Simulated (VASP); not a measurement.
Wanted: the native input for a VASP 6.6.1 run.

- Task: relaxation of cell and atoms
- Functional: PBE
- Potentials or basis: VASP PAW PBE potentials, release 64 (Mg, H)
- Cutoff: 600 eV
- k mesh: 6 × 6 × 8
- Occupations: gaussian, width 0.02 eV
- Spin: no spin polarisation
- Dipole correction: no
- Further INCAR settings: ALGO = Normal; EDIFF = 1e-07; IBRION = 2; EDIFFG = -0.01; NSW = 100; ISIF = 3

The structure of MgH2 lies in POSCAR:

```
MgH2
1.0
    4.4766941100      0.0000000000      0.0000000000
    0.0000000000      4.4766941100      0.0000000000
    0.0000000000      0.0000000000      2.9925370200
Mg H
2 4
Direct
    0.5000000000      0.5000000000      0.5000000000
    0.0000000000      0.0000000000      0.0000000000
    0.6955720200      0.6955720200      0.0000000000
    0.8044279800      0.1955720000      0.5000000000
    0.3044280100      0.3044280100      0.0000000000
    0.1955720000      0.8044279800      0.5000000000
```

These files were run (other wordings do the same):

INCAR

```
SYSTEM = MgH2
  PREC = Accurate
  ENCUT = 600
  EDIFF = 1E-7
  ISMEAR = 0
  SIGMA = 0.02
  LREAL = .False.
  LASPH = .True.
  NELM = 100
  ALGO = Normal
  ISIF = 3
  LWAVE = .False.
  LCHARG = .False.
  GGA = PE
  IBRION = 2
  NSW = 100
  EDIFFG = -0.01
```

KPOINTS

```
regular mesh
0
Gamma
  6 6 8
  0 0 0
```

Potentials or basis: VASP PAW PBE potentials, release 64 (Mg, H).

Command:

```console
$ cat potpaw_PBE.64/Mg/POTCAR potpaw_PBE.64/H/POTCAR > POTCAR
$ mpirun -np 1 vasp_std > vasp.out
```

It gave:

```yaml
Relaxed_volume: 10.20 Å³/atom
Relaxed_cell: a = 4.506 Å, b = 4.506 Å, c = 3.013 Å, α = 90.00°, β = 90.00°, γ = 90.00°
Space_group_after_relaxing_to_0.1_Å: P4_2/mnm (No. 136)
Energy_gained_by_relaxing: 0.7 meV/atom
Ionic_steps: 5
Pressure_after_relaxing: 0.0 GPa
Band_gap_on_the_k_mesh: 3.80 eV (least direct gap 4.56 eV)
```

Wall time 60 s on 1 thread of AMD EPYC 7R43 64-Core Processor (Zen 3), with other jobs on the host, peak memory 0.16 GiB.
